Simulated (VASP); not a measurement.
Be: single point with PBE

Be:

```
CELL_PARAMETERS angstrom
3.48122 0.00000 0.00000
-1.74061 3.01482 0.00000
0.00000 0.00000 2.12111
ATOMIC_POSITIONS crystal
Be 0.00000 0.00000 0.00000
Be 0.33333 0.66667 0.50000
Be 0.66667 0.33333 0.50000
```

```
Program                : VASP 6.6.1
Task                   : single point
Functional             : PBE
Potentials or basis    : VASP PAW PBE potentials, release 64 (Be)
Cutoff                 : 520 eV
k mesh                 : 10 × 10 × 14
Occupations            : fermi-dirac, width 0.08 eV
Spin                   : no spin polarisation
Dipole correction      : no
Further INCAR settings : ALGO = Normal; EDIFF = 1e-06; NBANDS = 10
```

```yaml
Pressure: 11.1 GPa
Band_gap_on_the_k_mesh: zero (band 3 reaches 12.24 eV, above the bottom of band 4 at 7.04 eV)
```

Levels at points of the mesh, in eV from the Fermi level:
```tsv
k point	band 1	band 2	band 3	band 4	band 5	band 6	band 7
(0.00, 0.00, 0.00)	-12.44	-1.48	-1.48	-1.25	-1.25	5.89	6.17
(0.50, 0.00, 0.00)	-9.50	-9.43	-5.38	0.67	10.07	10.47	11.92
(0.00, 0.00, 0.50)	-6.89	-5.87	3.94	3.94	4.42	6.21	6.21
(0.50, 0.00, 0.50)	-4.74	-4.72	-1.96	-0.38	1.39	3.93	6.14
```

Wall time 29 s on 1 thread of AMD EPYC 7R13 (shared host), peak memory 0.11 GiB.
